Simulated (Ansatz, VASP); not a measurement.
## Two plane-wave programs on ZrB

INCAR

```
PREC     = Accurate       # precision mode
ENCUT    = 500            # plane-wave cutoff, eV
EDIFF    = 1E-6           # SCF threshold, eV
ISMEAR   = -1             # smearing method
SIGMA    = 0.05           # smearing width, eV
LREAL    = F              # projectors in reciprocal space
LASPH    = T              # aspherical terms in the spheres
NELM     = 200            # most SCF steps
ALGO     = Normal         # electronic algorithm
ISIF     = 2              # what is computed and relaxed
LWAVE    = F              # write WAVECAR
LCHARG   = F              # write CHGCAR
MAGMOM   = 0 0 0 0 0 0    # initial moments
LORBIT   = 11             # projections on sites
LSORBIT  = T              # spin-orbit coupling
GGA_COMPAT= F            
LORBMOM  = T            
LMAXMIX  = 4              # l up to which the mixer works
GGA      = PE             # functional
NBANDS   = 27             # bands
```

KPOINTS

```
Automatic mesh
0
Gamma
  7 7 5
```

POSCAR

```
ZrB
1.0
    1.9614334600     -1.9857162700      0.0000000000
    1.9614334600      1.9857162700      0.0000000000
    0.0000000000      0.0000000000      4.0139456300
Zr B
1 1
Direct
    0.0000000000      0.0000000000      0.5000000000
    0.5000000000      0.5000000000      0.5000000000
```

input.yaml

```yaml
crystal:
  lattice:
    - [1.96143346, -1.98571627, 0.0]
    - [1.96143346, 1.98571627, 0.0]
    - [0.0, 0.0, 4.01394563]
  atoms:
    - { symbol: Zr, position: [0.0, 0.0, 0.5] }
    - { symbol: B, position: [0.5, 0.5, 0.5] }
hamiltonian:
  xc: pbe
  pseudopotentials: { kind: paw_fr }
magnetization:
  noncollinear: true
  spin_orbit: true
kpoints:
  mp_grid: { grid: [7, 7, 5] }
  band_path:
    path:
      - [[0.0, 0.0, 0.0], [0.493923015, 0.493923015, 0.0], [0.0, 0.5, 0.0], [0.0, 0.5, 0.5], [0.493923015, 0.493923015, 0.5], [0.0, 0.0, 0.5], [0.0, 0.0, 0.0], [-0.5, 0.5, 0.0], [-0.493923015, 0.506076985, 0.0], [-0.493923015, 0.506076985, 0.5], [-0.5, 0.5, 0.5], [-0.5, 0.5, 0.0]]
      - [[0.0, 0.0, 0.5], [-0.5, 0.5, 0.5]]
    npoints: 14
scf:
  occupations: { method: fermi_dirac, width: 0.05 }
  n_extra_bands: 6
output:
  forces: true
  stress: true
  eigenvalues: true
  fatbands: false
  write_density: true
  write_potential: true
  elf: true
  volumetric_format: npy
```

Alike in both runs: functional PBE; k mesh 7 × 7 × 5; occupations fermi-dirac, width 0.05 eV; non-collinear spin, spin-orbit coupling.

```csv
,VASP,Ansatz
version,VASP 6.6.1,Ansatz 0.2.0
potentials or method,"VASP PAW PBE potentials, release 64 (Zr_sv, B)",Ansatz PAW
plane-wave cutoff (eV),500,420
valence electrons in the cell,15,15
task,single point,band structure
```

|  | VASP | Ansatz | Ansatz less VASP |
| --- | --- | --- | --- |
| net moment per atom (μB) | 0.00 | 0.00 | 0.000 |

The functional is the same, so the differences come from potentials, cutoffs and numerics.
